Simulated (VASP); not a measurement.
# Sc (I4/mmm) in VASP: further runs

The runs below take Sc through single point, with LDA.

Program: VASP 6.6.1. These are calculated values, not measurements. Logs are shortened: lines on timing, memory, paths and dates and some standing lists are left out, and cuts for length are marked.

### Step 1. The cell of the first run

It takes space group I4/mmm (No. 139, tetragonal). The conventional cell has a = 3.259 Å, b = 3.259 Å, c = 4.405 Å, α = 90.00°, β = 90.00°, γ = 90.00°. Within 4.2 Å of Sc (site symmetry 4/mmm) lie 12 Sc at 3.19 to 3.26 Å.

### Step 2. Single point, LDA (strain +0.015 along x and y, -0.030 along z)

INCAR reads:

```
SYSTEM = Sc
PREC     = Accurate       ! precision mode
ENCUT    = 520            ! plane-wave cutoff, eV
EDIFF    = 1E-7           ! SCF threshold, eV
ISMEAR   = 0              ! smearing method
SIGMA    = 0.15           ! smearing width, eV
LREAL    = .False.        ! projectors in reciprocal space
LASPH    = .True.         ! aspherical terms in the spheres
NELM     = 60             ! most SCF steps
ALGO     = Normal         ! electronic algorithm
ISIF     = 2              ! what is computed and relaxed
LWAVE    = .False.        ! write WAVECAR
LCHARG   = .False.        ! write CHGCAR
GGA      = CA             ! functional
NBANDS   = 12             ! bands
```

KPOINTS reads:

```
Automatic mesh
0
Gamma
  18 18 18
  0 0 0
```

POSCAR reads:

```
Sc
1.0
    0.0000000000      2.3045575000      2.2023850000
    2.3045575000      0.0000000000      2.2023850000
    2.3045575000      2.3045575000      0.0000000000
Sc
1
Direct
    0.0000000000      0.0000000000      0.0000000000
```

Potentials or basis: VASP PAW LDA potentials, release 64 (Sc_sv).

Launch:

```
$ cat potpaw_LDA.64/Sc_sv/POTCAR > POTCAR
$ mpirun -np 1 vasp_std > vasp.out
```

OUTCAR:

```text
SYSTEM = Sc
   PREC = Accurate
   ENCUT = 520
   EDIFF = 1E-7
   ISMEAR = 0
   LREAL = .False.
   LASPH = .True.
   NELM = 60
   ISIF = 2
   GGA = CA

 ion  position               nearest neighbor table
   1  0.000  0.000  0.000-

  LATTYP: Found a body centered tetragonal cell.
 ALAT       =     3.2591364718
 C/A-ratio  =     1.3515144389

  Lattice vectors:

 A1 = (   0.0000000000,  -2.3045575000,  -2.2023850000)
 A2 = (   0.0000000000,   2.3045575000,  -2.2023850000)
 A3 = (   2.3045575000,   0.0000000000,   2.2023850000)

Analysis of symmetry for initial positions (statically):
=====================================================================
 Subroutine PRICEL returns:
 Original cell was already a primitive cell.

 Routine SETGRP: Setting up the symmetry group for a
 body centered tetragonal supercell.

 Subroutine GETGRP returns: Found 16 space group operations
 (whereof 16 operations were pure point group operations)
 out of a pool of 16 trial point group operations.

The static configuration has the point symmetry D_4h.

Analysis of symmetry for dynamics (positions and initial velocities):
=====================================================================
 Subroutine PRICEL returns:
 Original cell was already a primitive cell.

 Routine SETGRP: Setting up the symmetry group for a
 body centered tetragonal supercell.

 Subroutine GETGRP returns: Found 16 space group operations
 (whereof 16 operations were pure point group operations)
 out of a pool of 16 trial point group operations.

The dynamic configuration has the point symmetry D_4h.

 Subroutine INISYM returns: Found 16 space group operations
 (whereof 16 operations are pure point group operations),
 and found     1 'primitive' translations

----------------------------------------------------------------------------------------

                                     Primitive cell

  volume of cell :      23.3937

  direct lattice vectors                    reciprocal lattice vectors
     0.000000000  2.304557500  2.202385000    -0.216961391  0.216961391  0.227026610
     2.304557500  0.000000000  2.202385000     0.216961391 -0.216961391  0.227026610
     2.304557500  2.304557500  0.000000000     0.216961391  0.216961391 -0.227026610

  length of vectors
     3.187708418  3.187708418  3.259136472     0.381687793  0.381687793  0.381687793

  position of ions in fractional coordinates (direct lattice)
     0.000000000  0.000000000  0.000000000

  ion indices of the primitive-cell ions
   primitive index   ion index
                 1           1

----------------------------------------------------------------------------------------

 KPOINTS: Automatic mesh

Automatic generation of k-mesh.
 Grid dimensions read from file:
 generate k-points for:   18   18   18

 Generating k-lattice:

  Cartesian coordinates                     Fractional coordinates (reciprocal lattice)
    -0.012053411  0.012053411  0.012612589     0.055555556  0.000000000  0.000000000
     0.012053411 -0.012053411  0.012612589     0.000000000  0.055555556  0.000000000
     0.012053411  0.012053411 -0.012612589     0.000000000  0.000000000  0.055555556

  Length of vectors
     0.021204877  0.021204877  0.021204877

  Shift w.r.t. Gamma in fractional coordinates (k-lattice)
     0.000000000  0.000000000  0.000000000

 Subroutine IBZKPT returns following result:
 ===========================================

 Found    480 irreducible k-points:

 Following reciprocal coordinates:
            Coordinates               Weight
  0.000000  0.000000  0.000000      1.000000
  0.055556  0.000000  0.000000      8.000000
  0.111111  0.000000  0.000000      8.000000
  0.166667  0.000000  0.000000      8.000000
  0.222222  0.000000  0.000000      8.000000
  0.277778  0.000000  0.000000      8.000000
[... 16 lines left out ...]
 -0.277778  0.055556  0.000000      8.000000
 -0.222222  0.055556  0.000000      8.000000
 [... further k-points ...]
   k-points           NKPTS =    480   k-points in BZ     NKDIM =    480   number of bands    NBANDS=     12
   number of dos      NEDOS =    301   number of ions     NIONS =      1
   total plane-waves  NPLWV =  13824
   dimension x,y,z NGX =    24 NGY =   24 NGZ =   24
   dimension x,y,z NGXF=    48 NGYF=   48 NGZF=   48
   ions per type =               1
   NGX,Y,Z   is equivalent  to a cutoff of  12.52, 12.52, 12.24 a.u.
   NGXF,Y,Z  is equivalent  to a cutoff of  25.03, 25.03, 24.48 a.u.
 SYSTEM =  Sc
   PREC   = accura    normal or accurate (medium, high low for compatibility)
   ISTART =      0    job   : 0-new  1-cont  2-samecut
   ICHARG =      2    charge: 1-file 2-atom 10-const
   ISPIN  =      1    spin polarized calculation?
   LNONCOLLINEAR =      F non collinear calculations
   LSORBIT =      F    spin-orbit coupling
   LASPH  =      T    aspherical Exc in radial PAW
   ENCUT  =  520.0 eV  38.22 Ry    6.18 a.u.   5.93  5.93  6.06*2*pi/ulx,y,z
   NELM   =     60;   NELMIN=  2; NELMDL= -5     # of ELM steps
   EDIFF  = 0.1E-06   stopping-criterion for ELM
   LREAL  =      F    real-space projection
   EDIFFG = 0.1E-05   stopping-criterion for IOM
   NSW    =      0    number of steps for IOM
   IBRION =     -1    ionic relax: 0-MD 1-quasi-New 2-CG
   NFREE  =      0    steps in history (QN), initial steepest desc. (CG)
   ISIF   =      2    stress and relaxation
   ISYM   =      2    0-nonsym 1-usesym 2-fastsym
   POTIM  = 0.5000    time-step for ionic-motion
   TEBEG  =    0.0;   TEEND  =   0.0 temperature during run
   PSTRESS=    0.0 pullay stress
   NELECT =      11.0000    total number of electrons
   NUPDOWN=      -1.0000    fix difference up-down
   EMIN   =  10.00;   EMAX   =-10.00  energy-range for DOS
   EFERMI =   0.00;   METHOD = LEGACY
   ISMEAR =     0;   SIGMA  =   0.15  broadening in eV -4-tet -1-fermi 0-gaus
   EFERMI_NEDOS =   21; number of points for ismear=-14 and -15
   IALGO  =     38    algorithm
   IMIX   =      4    mixing-type and parameters
     AMIX     =   0.40;   BMIX     =  1.00
     AMIX_MAG =   1.60;   BMIX_MAG =  1.00
  volume/ion in A,a.u.               =      23.39       157.87
  Fermi-wavevector in a.u.,A,eV,Ry     =   1.273033  2.405683 22.049774  1.620613
  Thomas-Fermi vector in A             =   2.405879
   LORBIT       =      0    0 simple, 1 ext, 2 COOP (PROOUT), +10 PAW based schemes
   GGA     = CA    functional components
   LHFCALC =     F    Hartree Fock is set to
   AEXX    =    0.0000 exact exchange contribution
   IVDW    =     0    specifies the selected vdW correction
   LEPSILON=     F    determine dielectric tensor
   LRPA    =     F    only Hartree local field effects (RPA)
 non-spin polarized calculation
 Gauss-broadening in eV      SIGMA  =   0.15
  energy-cutoff  :      520.00
  volume of cell :       23.39
 maximum number of plane-waves:       650
   NGX = 11   NGY = 11   NGZ = 13

 number of electron      10.9999997 magnetization

 Free energy of the ion-electron system (eV)
  ---------------------------------------------------
  ext. energy  EPLUGINS =         0.00000000
  ---------------------------------------------------
  free energy    TOTEN  =        -6.68419363 eV

  energy without entropy =       -6.66403286  energy(sigma->0) =       -6.67411324

 E-fermi :   3.8361     XC(G=0): -10.3563

 val. band max:        3.8352929449   @ k =  -0.3333   0.2222   0.4444
 cond. band min:       3.8371910987   @ k =   0.4444   0.2778   0.1111
 fundamental gap:      0.0018981538
 Fermi energy:         3.8361356246

 k-point     1 :       0.0000    0.0000    0.0000
  band No.  band energies     occupation
      1     -44.8633      2.00000
      2     -23.5801      2.00000
      3     -23.5801      2.00000
      4     -23.5790      2.00000
      5      -1.4021      2.00000
      6       5.3345      0.00000
      7       5.3345      0.00000
      8       5.6349      0.00000
      9       6.7091      0.00000
     10       7.0614      0.00000
     11      16.7527      0.00000
     12      19.9942      0.00000

 k-point     2 :       0.0556    0.0000    0.0000
  band No.  band energies     occupation
      1     -44.8609      2.00000
      2     -23.5950      2.00000
      3     -23.5824      2.00000
      4     -23.5808      2.00000
      5      -1.3193      2.00000
      6       5.3033      0.00000
      7       5.3656      0.00000
      8       5.6360      0.00000
      9       6.6909      0.00000
     10       7.0345      0.00000
     11      16.8369      0.00000
     12      19.4821      0.00000

 k-point     3 :       0.1111    0.0000    0.0000
  band No.  band energies     occupation
      1     -44.8541      2.00000
      2     -23.6390      2.00000
      3     -23.5893      2.00000
      4     -23.5851      2.00000
      5      -1.0757      2.00000
      6       5.1735      0.00000
      7       5.4432      0.00000
      8       5.6796      0.00000
      9       6.6558      0.00000
     10       6.9693      0.00000
     11      16.9954      0.00000
     12      18.3308      0.00000
[... 286 lines left out ...]
 k-point    23 :      -0.2778    0.0556    0.0000
  band No.  band energies     occupation
      1     -44.8117      2.00000
      2     -23.8927      2.00000
      3     -23.6287      2.00000
      4     -23.6261      2.00000
      5       0.6530      2.00000
      6       4.3804      0.00000
      7       5.4703      0.00000
      8       5.6601      0.00000
      9       6.9256      0.00000
     10       7.3882      0.00000
     11      13.8197      0.00000
     12      17.1205      0.00000

 k-point    24 :      -0.2222    0.0556    0.0000
  band No.  band energies     occupation
      1     -44.8252      2.00000
      2     -23.8103      2.00000
      3     -23.6202      2.00000
      4     -23.6122      2.00000
      5       0.0564      2.00000
      6       4.5897      0.00000
      7       5.5756      0.00000
      8       5.7495      0.00000
      9       6.6365      0.00000
     10       7.1847      0.00000
     11      15.0595      0.00000
     12      17.4445      0.00000

 [... further k-points ...]
[... 5 lines left out ...]
  --------------------------------------------------------------------------------------
  -------------------------------------------------------------------------------------
  Total       -0.4039614     -0.4039614     -0.2140471      0.0000000      0.0000000     -0.0000000
  in kB      -27.6663666    -27.6663666    -14.6595818      0.0000000      0.0000000     -0.0000000
  external PRESSURE =     -23.3307716 kB  Pullay stress =       0.0000000 kB

 VOLUME and BASIS-vectors are now :
 -----------------------------------------------------------------------------
  energy-cutoff  :      520.00
  volume of cell :       23.39
      direct lattice vectors                 reciprocal lattice vectors
     0.000000000  2.304557500  2.202385000    -0.216961391  0.216961391  0.227026610
     2.304557500  0.000000000  2.202385000     0.216961391 -0.216961391  0.227026610
     2.304557500  2.304557500  0.000000000     0.216961391  0.216961391 -0.227026610

 POSITION                                       TOTAL-FORCE (eV/Angst)
 -----------------------------------------------------------------------------------
      0.00000      0.00000      0.00000         0.000000      0.000000      0.000000
 -----------------------------------------------------------------------------------
    total drift:                               -0.000000      0.000000      0.000000

  FREE ENERGIE OF THE ION-ELECTRON SYSTEM (eV)
  ---------------------------------------------------
  free  energy   TOTEN  =        -6.6841936260 eV

  energy  without entropy=       -6.6640328626  energy(sigma->0) =       -6.67411324
```

It took 30 s on 1 thread of Intel Xeon 6975P-C (Granite Rapids), shared host; peak memory 0.23 GiB.

What came out:

```yaml
Free_energy: -6.6842 eV
Pressure: -2.3 GPa
```

Levels at points of the mesh, in eV from the Fermi level:
```csv
k point,band 2,band 3,band 4,band 5,band 6,band 7,band 8,band 9
"(0.00, 0.00, 0.00)",-27.42,-27.42,-27.42,-5.24,1.50,1.50,1.80,2.87
"(0.50, 0.00, 0.00)",-27.91,-27.49,-27.46,-1.84,0.43,1.29,1.65,3.96
"(0.50, 0.50, 0.00)",-27.87,-27.61,-27.61,-1.60,-0.81,2.64,4.02,4.30
"(0.50, 0.00, 0.50)",-27.87,-27.60,-27.56,-1.66,-0.69,1.95,4.01,4.17
```

Caveat: the cell differs from its parent crystal (strain +0.015 along x and y, -0.030 along z).

### Step 3. Single point, LDA (strain +0.030 along x and y, -0.030 along z)

INCAR reads:

```
ALGO = Normal
EDIFF = 1E-7
ENCUT = 520
ISIF = 2
ISMEAR = 0
LASPH = T
LCHARG = F
LREAL = F
LWAVE = F
NBANDS = 12
NELM = 60
PREC = Accurate
SIGMA = 0.15
```

KPOINTS reads:

```
k-points
0
Gamma
  18 18 18
```

POSCAR reads:

```
Sc
1.0
    0.0000000000      2.3386150000      2.2023850000
    2.3386150000      0.0000000000      2.2023850000
    2.3386150000      2.3386150000      0.0000000000
Sc
1
Direct
    0.0000000000      0.0000000000      0.0000000000
```

Potentials or basis: VASP PAW LDA potentials, release 64 (Sc_sv).

Launch:

```
$ cat potpaw_LDA.64/Sc_sv/POTCAR > POTCAR
$ mpirun -np 1 vasp_std > vasp.out
```

Run time: 37 s. Hardware: 1 thread of Intel Xeon 6975P-C (Granite Rapids), shared host; peak memory 0.24 GiB.

Results (log left out):

```yaml
Free_energy: -6.6691 eV
Pressure: -3.7 GPa
```

Stress tensor (GPa, compression positive):
```
-4.28  0.00  0.00
 0.00 -4.28  0.00
 0.00  0.00 -2.67
```

Levels at points of the mesh, in eV from the Fermi level:
| k point | band 3 | band 4 | band 5 | band 6 | band 7 | band 8 |
| --- | --- | --- | --- | --- | --- | --- |
| (0.00, 0.00, 0.00) | -27.51 | -27.51 | -5.19 | 1.44 | 1.44 | 1.82 |
| (0.50, 0.00, 0.00) | -27.59 | -27.55 | -1.81 | 0.37 | 1.21 | 1.67 |
| (0.50, 0.50, 0.00) | -27.70 | -27.70 | -1.52 | -0.78 | 2.67 | 3.88 |
| (0.50, 0.00, 0.50) | -27.68 | -27.63 | -1.61 | -0.63 | 1.78 | 3.87 |

Caveat: the cell differs from its parent crystal (strain +0.030 along x and y, -0.030 along z).

### Step 4. Single point, LDA (strain +0.030 along x and y, -0.015 along z)

INCAR reads:

```
SYSTEM = Sc
PREC = Accurate
ENCUT = 520
EDIFF = 1E-6
ISMEAR = 0
SIGMA = 0.15
LREAL = .FALSE.
LASPH = .TRUE.
NELM = 60
ALGO = Normal
ISIF = 2
LWAVE = .FALSE.
LCHARG = .TRUE.
LELF = .TRUE.
LVHAR = .TRUE.
NBANDS = 12
```

KPOINTS reads:

```
regular mesh
0
G
  18 18 18
  0 0 0
```

POSCAR reads:

```
Sc
1.0
    0.0000000000      2.3386150000      2.2364425000
    2.3386150000      0.0000000000      2.2364425000
    2.3386150000      2.3386150000      0.0000000000
Sc
1
Direct
    0.0000000000      0.0000000000      0.0000000000
```

Potentials or basis: VASP PAW LDA potentials, release 64 (Sc_sv).

Launch:

```
$ cat potpaw_LDA.64/Sc_sv/POTCAR > POTCAR
$ mpirun -np 1 vasp_std > vasp.out
```

OUTCAR:

```text
SYSTEM = Sc
   PREC = Accurate
   ENCUT = 520
   EDIFF = 1E-6
   ISMEAR = 0
   LREAL = .FALSE.
   LASPH = .TRUE.
   NELM = 60
   ISIF = 2

 ion  position               nearest neighbor table
   1  0.000  0.000  0.000-

  LATTYP: Found a body centered tetragonal cell.
 ALAT       =     3.3073010502
 C/A-ratio  =     1.3524275329

  Lattice vectors:

 A1 = (   0.0000000000,  -2.3386150000,  -2.2364425000)
 A2 = (   0.0000000000,   2.3386150000,  -2.2364425000)
 A3 = (   2.3386150000,   0.0000000000,   2.2364425000)

Analysis of symmetry for initial positions (statically):
=====================================================================
 Subroutine PRICEL returns:
 Original cell was already a primitive cell.

 Routine SETGRP: Setting up the symmetry group for a
 body centered tetragonal supercell.

 Subroutine GETGRP returns: Found 16 space group operations
 (whereof 16 operations were pure point group operations)
 out of a pool of 16 trial point group operations.

The static configuration has the point symmetry D_4h.

Analysis of symmetry for dynamics (positions and initial velocities):
=====================================================================
[... 160 lines left out ...]
 fundamental gap:      0.0013842534
 Fermi energy:         3.5680663893

 k-point     1 :       0.0000    0.0000    0.0000
  band No.  band energies     occupation
      1     -45.2452      2.00000
      2     -23.9914      2.00000
      3     -23.9914      2.00000
      4     -23.9909      2.00000
      5      -1.5895      2.00000
      6       5.0118      0.00000
      7       5.0118      0.00000
      8       5.2938      0.00000
      9       6.3081      0.00000
     10       6.6352      0.00000
     11      16.2402      0.00000
     12      19.3223      0.00000
[... 331 lines left out ...]
 k-point    24 :      -0.2222    0.0556    0.0000
  band No.  band energies     occupation
      1     -45.2137      2.00000
      2     -24.1890      2.00000
      3     -24.0265      2.00000
      4     -24.0194      2.00000
      5      -0.1809      2.00000
      6       4.3009      0.00000
      7       5.2423      0.00000
      8       5.4039      0.00000
      9       6.2415      0.00000
     10       6.7547      0.00000
     11      14.3617      0.00000
     12      16.8562      0.00000

 [... further k-points ...]
[... 5 lines left out ...]
  --------------------------------------------------------------------------------------
  -------------------------------------------------------------------------------------
  Total       -0.7382336     -0.7382336     -0.5515193      0.0000000      0.0000000      0.0000000
  in kB      -48.3503038    -48.3503038    -36.1215293      0.0000000      0.0000000      0.0000000
  external PRESSURE =     -44.2740456 kB  Pullay stress =       0.0000000 kB

 VOLUME and BASIS-vectors are now :
 -----------------------------------------------------------------------------
  energy-cutoff  :      520.00
  volume of cell :       24.46
      direct lattice vectors                 reciprocal lattice vectors
     0.000000000  2.338615000  2.236442500    -0.213801759  0.213801759  0.223569352
     2.338615000  0.000000000  2.236442500     0.213801759 -0.213801759  0.223569352
     2.338615000  2.338615000  0.000000000     0.213801759  0.213801759 -0.223569352

 POSITION                                       TOTAL-FORCE (eV/Angst)
 -----------------------------------------------------------------------------------
      0.00000      0.00000      0.00000         0.000000      0.000000      0.000000
 -----------------------------------------------------------------------------------
    total drift:                               -0.000000     -0.000000      0.000000

  FREE ENERGIE OF THE ION-ELECTRON SYSTEM (eV)
  ---------------------------------------------------
  free  energy   TOTEN  =        -6.6619062829 eV

  energy  without entropy=       -6.6401917030  energy(sigma->0) =       -6.65104899
```

stdout:

```text
POSCAR found type information on POSCAR Sc
 POSCAR found :  1 types and       1 ions
 scaLAPACK will be used
 LDA part: xc-table for (Slater(with rela. corr.)+CA(PZ))
 , standard interpolation
 POSCAR, INCAR and KPOINTS ok, starting setup
 FFT: planning ... GRIDC
 FFT: planning ... GRID_SOFT
 FFT: planning ... GRID
 WAVECAR not read
 entering main loop
```

Wall time 38 s (1 thread of Intel Xeon 6975P-C (Granite Rapids), shared host); peak memory 0.24 GiB.

Results:

* Free energy: -6.6619 eV
* Pressure: -4.4 GPa

Levels at points of the mesh, in eV from the Fermi level:
```
           k point  band 3  band 4  band 5  band 6  band 7  band 8
(0.00, 0.00, 0.00)  -27.56  -27.56   -5.16    1.44    1.44    1.73
(0.50, 0.00, 0.00)  -27.63  -27.60   -1.79    0.34    1.25    1.59
(0.50, 0.50, 0.00)  -27.73  -27.73   -1.50   -0.73    2.45    3.81
(0.50, 0.00, 0.50)  -27.72  -27.68   -1.57   -0.63    1.80    3.81
```

Caveat: the cell differs from its parent crystal (strain +0.030 along x and y, -0.015 along z).

### Step 5. Overview

```csv
cell,gap on the mesh (eV),pressure (GPa)
"a = 3.188, b = 3.188, c = 3.259 Å, angles 59.3, 59.3, 61.5°, 1 atom",none,-2.3
"a = 3.212, b = 3.212, c = 3.307 Å, angles 59.0, 59.0, 62.0°, 1 atom",none,-3.7
"a = 3.236, b = 3.236, c = 3.307 Å, angles 59.3, 59.3, 61.5°, 1 atom",none,-4.4
```

Alike in all rows: task single point; level LDA; potentials or basis VASP PAW LDA potentials, release 64 (Sc_sv); no spin polarisation; k mesh 18 × 18 × 18; cutoff (eV) 520; smearing gaussian 0.15 eV.

Total energies depend on the potentials used, so only differences within one code and one set of settings carry meaning.
